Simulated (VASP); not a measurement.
Set up this calculation in VASP 6.6.1, as the native input.

| Item | Value |
| --- | --- |
| Task | single point |
| Functional | PBE |
| Potentials or basis | VASP PAW PBE potentials, release 64 (Nd_3, Sc_sv, Sb), 4f in core |
| Cutoff | 500 eV |
| k mesh | 12 × 12 × 6 |
| Occupations | gaussian, width 0.1 eV |
| Spin | no spin polarisation |
| Dipole correction | no |
| Mended | yes |
| Further INCAR settings | ALGO = Normal; EDIFF = 1e-06; NBANDS = 24 |

The structure of NdScSb2 lies in POSCAR:

```
NdScSb2
1.0
    4.3149215610      0.0000000000      0.0000000000
   -2.1574607805      3.7368316871      0.0000000000
    0.0000000000      0.0000000000      7.3886880133
Nd Sc Sb
1 1 2
Direct
    0.0000000000      0.0000000000      0.0000000000
    0.0000000000      0.0000000000      0.5000000000
    0.3333333333      0.6666666667      0.2735600356
    0.6666666667      0.3333333333      0.7264399644
```

These files were run (other wordings do the same):

INCAR

```
  PREC = Accurate
  ENCUT = 500
  EDIFF = 1E-6
  ISMEAR = 0
  SIGMA = 0.1
  LREAL = False
  LASPH = True
  NELM = 200
  ALGO = Normal
  ISIF = 2
  LWAVE = False
  LCHARG = False
  GGA = PE
  NBANDS = 24
  GGA_COMPAT = False
  LMAXMIX = 6
```

KPOINTS

```
regular mesh
0
Gamma
  12 12 6
```

Potentials or basis: VASP PAW PBE potentials, release 64 (Nd_3, Sc_sv, Sb), 4f in core.

Launch:

```console
$ cat potpaw_PBE.64/Nd_3/POTCAR potpaw_PBE.64/Sc_sv/POTCAR potpaw_PBE.64/Sb/POTCAR > POTCAR
$ mpirun -np 1 vasp_std > vasp.out
```

It gave:

```json
{"Pressure": "0.3 GPa", "Largest force": "0.025 eV/Å", "Band gap on the k mesh": "zero (bands 16 and 17 overlap by 1.29 eV)"}
```

Caveat: spin-orbit coupling is left out, which moves the levels of the heavy elements; the 4f electrons are frozen in the core, so they carry no moment and show no levels.

Wall time 120 s on 1 thread of Intel(R) Xeon(R) 6975P-C (Granite Rapids) (shared host), peak memory 0.43 GiB.
